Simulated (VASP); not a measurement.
Hf: single point with PBE

Crystal: Hf.

```
Hf
1.0
     2.98890    0.00000    0.00000
    -1.49445    2.58846    0.00000
     0.00000    0.00000    4.76742
Hf
2
Cartesian
  1.4944 0.8628 3.5756
  0.0000 1.7256 1.1919
```

* Program: VASP 6.6.1
* Task: single point
* Functional: PBE
* Potentials or basis: VASP PAW PBE potentials, release 64 (Hf_pv)
* Cutoff: 520 eV
* k mesh: 10 × 10 × 5
* Occupations: fermi-dirac, width 0.05 eV
* Spin: no spin polarisation
* Dipole correction: no
* Further INCAR settings: ALGO = Normal; EDIFF = 1e-07; NBANDS = 17

* Pressure: 29.5 GPa
* Band gap on the k mesh: zero (band 10 reaches 7.56 eV, above the bottom of band 11 at 5.97 eV)

Stress tensor (GPa, compression positive):
```
29.53  0.00  0.00
 0.00 29.53  0.00
 0.00  0.00 29.34
```

Levels at points of the mesh, in eV from the Fermi level:
```tsv
k point	band 8	band 9	band 10	band 11	band 12	band 13
(0.00, 0.00, 0.00)	-4.38	1.20	1.20	1.45	1.45	2.24
(0.50, 0.00, 0.00)	-3.56	-2.93	-0.30	0.77	1.11	2.04
```

Run time: 12 s on 1 thread of Intel(R) Xeon(R) Platinum 8488C (Sapphire Rapids), with other jobs on the host, peak memory 0.16 GiB.

Caveat: spin-orbit coupling is left out, which moves the levels of the heavy elements.
